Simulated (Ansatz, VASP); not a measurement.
## One calculation of Co, two programs

```xyz
2
Lattice="2.5684 0.0000 0.0000 -1.2842 2.2243 0.0000 0.0000 0.0000 4.1712" Properties=species:S:1:pos:R:3 pbc="T T T"
Co    0.0000    1.4829    1.0428
Co    1.2842    0.7414    3.1284
```

Change from the starting cell: volume scaled by 1.06.

Alike in both runs: task single point; functional PBEsol; k mesh 19 × 19 × 10; occupations fermi-dirac, width 0.05 eV; collinear spin.

|  | VASP | Ansatz |
| --- | --- | --- |
| version | VASP 6.6.1 | Ansatz 0.2.0 |
| potentials or method | VASP PAW PBE potentials, release 64 (Co), cutoff 520 eV | all-electron LAPW, scalar-relativistic |

Ansatz gave:

| Quantity | Value |
| --- | --- |
| pressure (GPa) | -24.3 |
| traceless stress, the component that is largest in VASP (GPa) | -0.40 |
| net moment per atom (μB) | 1.69 |
| size of the moment on the site where the two differ most (μB) | 1.74 |

Problem. What did VASP give for the same quantities?

Solution. Pressure (GPa): -24.5; traceless stress, the component that is largest in VASP (GPa): -0.55; net moment per atom (μB): 1.68; size of the moment on the site where the two differ most (μB): 1.71.

VASP's potentials were made for PBE, not for PBEsol. Site moments also hang on the region over which each program counts them. Ansatz ran all-electron here, and VASP with PAW potentials.
